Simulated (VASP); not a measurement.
Write the native input for VASP 6.6.1 that does the following.

```
Task                   : single point
Functional             : PBEsol
Potentials or basis    : VASP PAW PBE potentials, release 64 (Y_sv, Zn)
Cutoff                 : 520 eV
k mesh                 : 7 × 7 × 7
Occupations            : fermi-dirac, width 0.1 eV
Spin                   : no spin polarisation
Dipole correction      : no
Further INCAR settings : ALGO = Normal; EDIFF = 1e-07; NBANDS = 18
```

The structure of YZn lies in POSCAR:

```
YZn
1.0
    3.5300826192      0.0000000000      0.0000000000
    0.0000000000      3.5300826192      0.0000000000
    0.0000000000      0.0000000000      3.5300826192
Y Zn
1 1
Direct
    0.0000000000      0.0000000000      0.0000000000
    0.5000000000      0.5000000000      0.5000000000
```

The input as run:

INCAR

```
SYSTEM = YZn
PREC = Accurate
ENCUT = 520
EDIFF = 1E-7
ISMEAR = -1
SIGMA = 0.1
LREAL = .FALSE.
LASPH = .TRUE.
NELM = 60
ALGO = Normal
ISIF = 2
LWAVE = .FALSE.
LCHARG = .TRUE.
GGA = PS
LELF = .TRUE.
LVHAR = .TRUE.
NBANDS = 18
```

KPOINTS

```
Automatic mesh
0
G
  7 7 7
  0 0 0
```

Potentials or basis: VASP PAW PBE potentials, release 64 (Y_sv, Zn).

The run is started by

```sh
$ cat potpaw_PBE.64/Y_sv/POTCAR potpaw_PBE.64/Zn/POTCAR > POTCAR
$ mpirun -np 1 vasp_std > vasp.out
```

It gave:

| Quantity | Value |
| --- | --- |
| Pressure | -0.6 GPa |

Caveat: the PAW data sets were made with another functional, which shifts forces and pressure a little.

Wall time 11 s on 1 thread of Intel(R) Xeon(R) Platinum 8559C (Emerald Rapids), with other jobs on the host, peak memory 0.18 GiB.
